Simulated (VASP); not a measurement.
**BaTe: single point with r2SCAN**

BaTe:

```
CELL_PARAMETERS angstrom
0.00000 3.38711 3.38711
3.38711 0.00000 3.38711
3.38711 3.38711 0.00000
ATOMIC_POSITIONS crystal
Ba 0.00000 0.00000 0.00000
Te 0.50000 0.50000 0.50000
```

```yaml
Program: VASP 6.6.1
Task: single point
Functional: r2SCAN
Potentials_or_basis: VASP PAW PBE potentials, release 64 (Ba_sv, Te)
Cutoff: 520 eV
k_mesh: 7 × 7 × 7
Occupations: fermi-dirac, width 0.05 eV
Spin: no spin polarisation
Dipole_correction: no
Further_INCAR_settings: ALGO = Normal; EDIFF = 1e-06; NBANDS = 15
```

The pressure is 5.5 GPa. The band gap on the k mesh is 1.68 eV, indirect (least direct gap 2.07 eV).

Levels at points of the mesh, in eV from the valence-band top:
```csv
k point,band 6,band 7,band 8,band 9,band 10,band 11
"(0.00, 0.00, 0.00)",0.00,0.00,0.00,3.26,3.26,3.26
```

It took 38 s on 1 thread of Intel(R) Xeon(R) 6975P-C (Granite Rapids), with other jobs on the host, peak memory 0.22 GiB.

Caveat: the PAW data sets were made with another functional, which shifts forces and pressure a little; spin-orbit coupling is left out, which moves the levels of the heavy elements. A k mesh can miss the band edges.
